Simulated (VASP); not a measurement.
# Hf6N7 in VASP: single point with PBE

Aim: the single point of Hf6N7 with PBE.

Program: VASP 6.6.1. These are calculated values, not measurements. Logs are shortened: lines on timing, memory, paths and dates and some standing lists are left out, and cuts for length are marked.

### Step 1. The cell of the first run

The cell holds a slab with vacuum, 26 atoms: a = 6.432 Å, b = 6.432 Å, c = 23.648 Å, α = 90.00°, β = 90.00°, γ = 90.00°.

### Step 2. Single point, PBE

INCAR

```
SYSTEM = Hf6N7
PREC = Accurate ; ENCUT = 520
EDIFF = 1E-6 ; ISMEAR = 0
SIGMA = 0.1 ; LREAL = .FALSE.
LASPH = .TRUE. ; NELM = 120
ALGO = Normal ; ISIF = 2
LWAVE = .FALSE. ; LCHARG = .FALSE.
LDIPOL = .TRUE. ; IDIPOL = 3
DIPOL = 0.5 0.5 0.449 ; GGA = PE
NBANDS = 114 ; GGA_COMPAT = .FALSE.
NELMDL = -8
```

KPOINTS

```
Automatic mesh
0
G
  3 3 1
  0 0 0
```

POSCAR

```
Hf6N7
1.0
    6.4315507115      0.0000000000      0.0000000000
    0.0000000000      6.4315507115      0.0000000000
    0.0000000000      0.0000000000     23.6477931216
Hf N
12 14
Direct
    0.2500000000      0.2500000000      0.3382979528
    0.2500000000      0.7500000000      0.3382979528
    0.7500000000      0.2500000000      0.3382979528
    0.7500000000      0.7500000000      0.3382979528
    0.4986446132      0.4986446132      0.4333770609
    0.4986480473      0.0013630294      0.4333771656
    0.0013630294      0.4986480473      0.4333771656
    0.0013593551      0.0013593551      0.4333770950
    0.7500031876      0.7500031876      0.5232610795
    0.7500107789      0.2500089276      0.5231978737
    0.2500089276      0.7500107789      0.5231978737
    0.2500078335      0.2500078335      0.5271917853
    0.5000000000      0.5000000000      0.3382979528
    0.5000000000      0.0000000000      0.3382979528
    0.0000000000      0.5000000000      0.3382979528
    0.0000000000      0.0000000000      0.3382979528
    0.7500022197      0.7500022197      0.4307220946
    0.7500046092      0.2500060368      0.4309340744
    0.2500060368      0.7500046092      0.4309340744
    0.2500022421      0.2500022421      0.4290752186
   -0.0021645072     -0.0021645072      0.5317190875
   -0.0021627311      0.5021803506      0.5317179299
    0.5021803506     -0.0021627311      0.5317179299
    0.5021782119      0.5021782119      0.5317170759
    0.2500764862      0.2500764862      0.6231254256
    0.2501357081      0.2501357081      0.6705818421
```

Potentials or basis: VASP PAW PBE potentials, release 64 (Hf_pv, N).

Started as:

```
> cat potpaw_PBE.64/Hf_pv/POTCAR potpaw_PBE.64/N/POTCAR > POTCAR
> mpirun -np 1 vasp_std > vasp.out
```

OUTCAR:

```text
SYSTEM = Hf6N7
   PREC = Accurate
   ENCUT = 520
   EDIFF = 1E-6
   ISMEAR = 0
   LREAL = .FALSE.
   LASPH = .TRUE.
   NELM = 120
   ISIF = 2
   GGA = PE
   NELMDL = -8

 ion  position               nearest neighbor table
   1  0.250  0.250  0.338-  20 2.15  14 2.27  15 2.27  16 2.27  13 2.27   8 3.19   6 3.19   7 3.19
                             5 3.19   3 3.22   2 3.22   2 3.22   3 3.22
   2  0.250  0.750  0.338-  19 2.19  14 2.27  15 2.27  16 2.27  13 2.27   7 3.20   5 3.20   8 3.20
                             6 3.20   4 3.22   1 3.22   1 3.22   4 3.22
   3  0.750  0.250  0.338-  18 2.19  14 2.27  15 2.27  16 2.27  13 2.27   6 3.20   5 3.20   8 3.20
                             7 3.20   4 3.22   1 3.22   4 3.22   1 3.22
   4  0.750  0.750  0.338-  17 2.19  14 2.27  15 2.27  16 2.27  13 2.27   5 3.21   7 3.21   6 3.21
                             8 3.21   3 3.22   2 3.22   3 3.22   2 3.22
   5  0.499  0.499  0.433-  13 2.25  20 2.26  19 2.27  18 2.27  17 2.29  24 2.33  10 3.11  11 3.11
                             9 3.12  12 3.17   1 3.19   2 3.20   3 3.20   6 3.20   7 3.20   4 3.21
   6  0.499  0.001  0.433-  14 2.25  20 2.26  18 2.27  19 2.27  17 2.29  23 2.33  11 3.11  10 3.11
                             9 3.12  12 3.17   1 3.19   3 3.20   2 3.20   5 3.20   8 3.20   4 3.21
   7  0.001  0.499  0.433-  15 2.25  20 2.26  19 2.27  18 2.27  17 2.29  22 2.33  10 3.11  11 3.11
                             9 3.12  12 3.17   1 3.19   2 3.20   3 3.20   5 3.20   8 3.20   4 3.21
   8  0.001  0.001  0.433-  16 2.25  20 2.26  19 2.27  18 2.27  17 2.29  21 2.33  10 3.11  11 3.11
                             9 3.12  12 3.17   1 3.19   2 3.20   3 3.20   6 3.20   7 3.20   4 3.21
   9  0.750  0.750  0.523-  17 2.19  24 2.26  23 2.26  22 2.26  21 2.26   8 3.12   6 3.12   7 3.12
                             5 3.12  11 3.22  10 3.22  10 3.22  11 3.22
  10  0.750  0.250  0.523-  18 2.18  22 2.28  21 2.28  24 2.28  23 2.28   7 3.11   8 3.11   5 3.11
                             6 3.11   9 3.22   9 3.22  12 3.22  12 3.22
  11  0.250  0.750  0.523-  19 2.18  23 2.28  21 2.28  24 2.28  22 2.28   6 3.11   8 3.11   5 3.11
                             7 3.11   9 3.22   9 3.22  12 3.22  12 3.22
  12  0.250  0.250  0.527-  25 2.27  24 2.30  22 2.30  23 2.30  21 2.30  20 2.32   5 3.17   6 3.17
                             7 3.17   8 3.17  10 3.22  11 3.22  10 3.22  11 3.22
  13  0.500  0.500  0.338-   5 2.25   2 2.27   3 2.27   4 2.27   1 2.27
  14  0.500  0.000  0.338-   6 2.25   2 2.27   3 2.27   4 2.27   1 2.27
  15  0.000  0.500  0.338-   7 2.25   2 2.27   3 2.27   4 2.27   1 2.27
  16  0.000  0.000  0.338-   8 2.25   2 2.27   3 2.27   4 2.27   1 2.27
  17  0.750  0.750  0.431-   4 2.19   9 2.19   8 2.29   6 2.29   7 2.29   5 2.29
  18  0.750  0.250  0.431-  10 2.18   3 2.19   5 2.27   6 2.27   7 2.27   8 2.27
  19  0.250  0.750  0.431-  11 2.18   2 2.19   5 2.27   7 2.27   6 2.27   8 2.27
  20  0.250  0.250  0.429-   1 2.15   5 2.26   6 2.26   7 2.26   8 2.26  12 2.32
  21  0.998  0.998  0.532-   9 2.26  10 2.28  11 2.28  12 2.30   8 2.33
  22  0.998  0.502  0.532-   9 2.26  10 2.28  11 2.28  12 2.30   7 2.33
  23  0.502  0.998  0.532-   9 2.26  11 2.28  10 2.28  12 2.30   6 2.33
  24  0.502  0.502  0.532-   9 2.26  10 2.28  11 2.28  12 2.30   5 2.33
  25  0.250  0.250  0.623-  26 1.12  12 2.27
  26  0.250  0.250  0.671-  25 1.12

  LATTYP: Found a simple tetragonal cell.
 ALAT       =     6.4315507115
 C/A-ratio  =     3.6768415865

  Lattice vectors:

 A1 = (   6.4315507115,   0.0000000000,   0.0000000000)
 A2 = (   0.0000000000,   6.4315507115,   0.0000000000)
 A3 = (   0.0000000000,   0.0000000000,  23.6477931216)

Analysis of symmetry for initial positions (statically):
=====================================================================
 Subroutine PRICEL returns:
 Original cell was already a primitive cell.

 Routine SETGRP: Setting up the symmetry group for a
 simple tetragonal supercell.

 Subroutine GETGRP returns: Found  2 space group operations
 (whereof  2 operations were pure point group operations)
 out of a pool of 16 trial point group operations.

The static configuration has the point symmetry C_1h.

Analysis of symmetry for dynamics (positions and initial velocities):
=====================================================================
 Subroutine PRICEL returns:
 Original cell was already a primitive cell.

 Routine SETGRP: Setting up the symmetry group for a
 simple tetragonal supercell.

 Subroutine GETGRP returns: Found  2 space group operations
 (whereof  2 operations were pure point group operations)
 out of a pool of 16 trial point group operations.

The dynamic configuration has the point symmetry C_1h.

 Subroutine INISYM returns: Found  2 space group operations
 (whereof  2 operations are pure point group operations),
 and found     1 'primitive' translations

----------------------------------------------------------------------------------------
[... 89 lines left out ...]
     0.000000000  0.000000000  0.000000000

 Subroutine IBZKPT returns following result:
 ===========================================

 Found      4 irreducible k-points:

 Following reciprocal coordinates:
            Coordinates               Weight
  0.000000  0.000000  0.000000      1.000000
  0.333333  0.000000  0.000000      4.000000
  0.333333  0.333333  0.000000      2.000000
 -0.333333  0.333333  0.000000      2.000000
   k-points           NKPTS =      4   k-points in BZ     NKDIM =      4   number of bands    NBANDS=    114
   number of dos      NEDOS =    301   number of ions     NIONS =     26
   total plane-waves  NPLWV = 414720
   dimension x,y,z NGX =    48 NGY =   48 NGZ =  180
   dimension x,y,z NGXF=    96 NGYF=   96 NGZF=  360
   ions per type =              12  14
   NGX,Y,Z   is equivalent  to a cutoff of  12.41, 12.41, 12.65 a.u.
   NGXF,Y,Z  is equivalent  to a cutoff of  24.81, 24.81, 25.31 a.u.
 SYSTEM =  Hf6N7
   PREC   = accura    normal or accurate (medium, high low for compatibility)
   ISTART =      0    job   : 0-new  1-cont  2-samecut
   ICHARG =      2    charge: 1-file 2-atom 10-const
   ISPIN  =      1    spin polarized calculation?
   LNONCOLLINEAR =      F non collinear calculations
   LSORBIT =      F    spin-orbit coupling
   LASPH  =      T    aspherical Exc in radial PAW
   ENCUT  =  520.0 eV  38.22 Ry    6.18 a.u.  11.96 11.96 43.97*2*pi/ulx,y,z
   NELM   =    120;   NELMIN=  2; NELMDL= -8     # of ELM steps
   EDIFF  = 0.1E-05   stopping-criterion for ELM
   LREAL  =      F    real-space projection
   EDIFFG = 0.1E-04   stopping-criterion for IOM
   NSW    =      0    number of steps for IOM
   IBRION =     -1    ionic relax: 0-MD 1-quasi-New 2-CG
   NFREE  =      0    steps in history (QN), initial steepest desc. (CG)
   ISIF   =      2    stress and relaxation
   ISYM   =      2    0-nonsym 1-usesym 2-fastsym
   POTIM  = 0.5000    time-step for ionic-motion
   TEBEG  =    0.0;   TEEND  =   0.0 temperature during run
   PSTRESS=    0.0 pullay stress
   NELECT =     190.0000    total number of electrons
   NUPDOWN=      -1.0000    fix difference up-down
   EMIN   =  10.00;   EMAX   =-10.00  energy-range for DOS
   EFERMI =   0.00;   METHOD = LEGACY
   ISMEAR =     0;   SIGMA  =   0.10  broadening in eV -4-tet -1-fermi 0-gaus
   EFERMI_NEDOS =   21; number of points for ismear=-14 and -15
   IALGO  =     38    algorithm
   IMIX   =      4    mixing-type and parameters
     AMIX     =   0.40;   BMIX     =  1.00
     AMIX_MAG =   1.60;   BMIX_MAG =  1.00
  volume/ion in A,a.u.               =      37.62       253.89
  Fermi-wavevector in a.u.,A,eV,Ry     =   0.948095  1.791640 12.230071  0.898885
  Thomas-Fermi vector in A             =   2.076251
   LORBIT       =      0    0 simple, 1 ext, 2 COOP (PROOUT), +10 PAW based schemes
   GGA     = PE    functional components
   LHFCALC =     F    Hartree Fock is set to
   AEXX    =    0.0000 exact exchange contribution
   IVDW    =     0    specifies the selected vdW correction
   LEPSILON=     F    determine dielectric tensor
   LRPA    =     F    only Hartree local field effects (RPA)
 non-spin polarized calculation
 Gauss-broadening in eV      SIGMA  =   0.10
  energy-cutoff  :      520.00
  volume of cell :      978.19
 maximum number of plane-waves:     26357
   NGX = 23   NGY = 23   NGZ = 87

 dipolmoment           0.000000      0.000000     -0.001240 electrons x Angstroem

 number of electron     189.9999988 magnetization

 dipolmoment           0.000000      0.000000      0.007848 electrons x Angstroem

 Free energy of the ion-electron system (eV)
  ---------------------------------------------------
  ext. energy  EPLUGINS =         0.00000000
  ---------------------------------------------------
  free energy    TOTEN  =      -270.27970212 eV

  energy without entropy =     -270.25838729  energy(sigma->0) =     -270.26904471

 E-fermi :   0.4942     XC(G=0):  -4.7681

 val. band max:        0.4006316583   @ k =   0.3333   0.0000   0.0000
 cond. band min:       0.5719320217   @ k =   0.0000   0.0000   0.0000
 fundamental gap:      0.1713003634
 Fermi energy:         0.4942489452

 k-point     1 :       0.0000    0.0000    0.0000
  band No.  band energies     occupation
      1     -31.8523      2.00000
      2     -31.8311      2.00000
      3     -31.7879      2.00000
      4     -31.7731      2.00000
      5     -31.7731      2.00000
      6     -31.6599      2.00000
[... 429 lines left out ...]
    106       1.8144      0.00000
    107       1.8636      0.00000
 [bands above 107 left out]

------------------------ aborting loop because EDIFF is reached ----------------------------------------

 vacuum level on the upper side and lower side of the slab       (xc-potential included)         0.013        -0.019

  FORCE on cell =-STRESS in cart. coord.  units (eV):
  Direction    XX          YY          ZZ          XY          YZ          ZX
  --------------------------------------------------------------------------------------
  -------------------------------------------------------------------------------------
  Total      -25.1597449    -25.1597449     -1.6078581     -0.0000089     -0.0011974     -0.0011975
  in kB      -41.2092586    -41.2092586     -2.6335180     -0.0000146     -0.0019612     -0.0019614
  external PRESSURE =     -28.3506784 kB  Pullay stress =       0.0000000 kB

 VOLUME and BASIS-vectors are now :
 -----------------------------------------------------------------------------
  energy-cutoff  :      520.00
  volume of cell :      978.19
      direct lattice vectors                 reciprocal lattice vectors
     6.431550711  0.000000000  0.000000000     0.155483498  0.000000000  0.000000000
     0.000000000  6.431550711  0.000000000     0.000000000  0.155483498  0.000000000
     0.000000000  0.000000000 23.647793122     0.000000000  0.000000000  0.042287244

 POSITION                                       TOTAL-FORCE (eV/Angst)
 -----------------------------------------------------------------------------------
      1.60789      1.60789      8.00000        -0.000038     -0.000038      0.960405
      1.60789      4.82366      8.00000        -0.000037      0.000046      1.322899
      4.82366      1.60789      8.00000         0.000046     -0.000037      1.322899
      4.82366      4.82366      8.00000         0.000041      0.000041      1.286958
      3.20706      3.20706     10.24841         0.002650      0.002650     -0.018492
      3.20708      0.00877     10.24841         0.002456     -0.002712     -0.018535
[... 18 lines left out ...]
      1.60838      1.60838     14.73554        -0.000580     -0.000580     -1.348620
      1.60876      1.60876     15.85778         0.000379      0.000379      1.289262
 -----------------------------------------------------------------------------------
    total drift:                                0.000011      0.000011      0.000808

  FREE ENERGIE OF THE ION-ELECTRON SYSTEM (eV)
  ---------------------------------------------------
  free  energy   TOTEN  =      -270.2797021245 eV

  energy  without entropy=     -270.2583872939  energy(sigma->0) =     -270.26904471

 vacuum level on the upper side and lower side of the slab         3.559         3.526
```

Wall time 30 min (1 thread of Intel Xeon Platinum 8259CL at 2.50GHz (Skylake/Cascade Lake), shared host); peak memory 0.96 GiB.

Results:

```
Free energy            : -270.2797 eV
Largest force          : 1.349 eV/Å
Band gap on the k mesh : 0.17 eV (least direct gap 0.24 eV)
```

Forces on the atoms (eV/Å):
```
Hf   0.000  0.000  0.960
Hf   0.000  0.000  1.323
Hf   0.000  0.000  1.323
Hf   0.000  0.000  1.287
Hf   0.003  0.003 -0.018
Hf   0.002 -0.003 -0.019
Hf  -0.003  0.002 -0.019
Hf  -0.003 -0.003 -0.018
Hf   0.000  0.000 -0.066
Hf   0.000  0.000 -0.068
Hf   0.000  0.000 -0.068
Hf   0.000  0.000 -0.010
N    0.034  0.034 -1.068
N    0.034 -0.034 -1.068
N   -0.034  0.034 -1.068
N   -0.034 -0.034 -1.068
N    0.000  0.000  0.003
N    0.000  0.000  0.003
N    0.000  0.000  0.003
N    0.000  0.000 -0.001
N   -0.002 -0.002 -0.071
N   -0.002  0.002 -0.070
N    0.002 -0.002 -0.070
N    0.002  0.002 -0.070
N   -0.001 -0.001 -1.349
N    0.000  0.000  1.289
```

Levels at points of the mesh, in eV from the valence-band top:
| k point | band 91 | band 92 | band 93 | band 94 | band 95 | band 96 | band 97 | band 98 | band 99 | band 100 |
| --- | --- | --- | --- | --- | --- | --- | --- | --- | --- | --- |
| (0.00, 0.00, 0.00) | -2.38 | -2.38 | -2.11 | -0.71 | -0.19 | 0.17 | 0.17 | 0.54 | 0.54 | 0.97 |

Caveat: the standard files for N, O and F lose accuracy on very short bonds; spin-orbit coupling is left out, which moves the levels of the heavy elements.
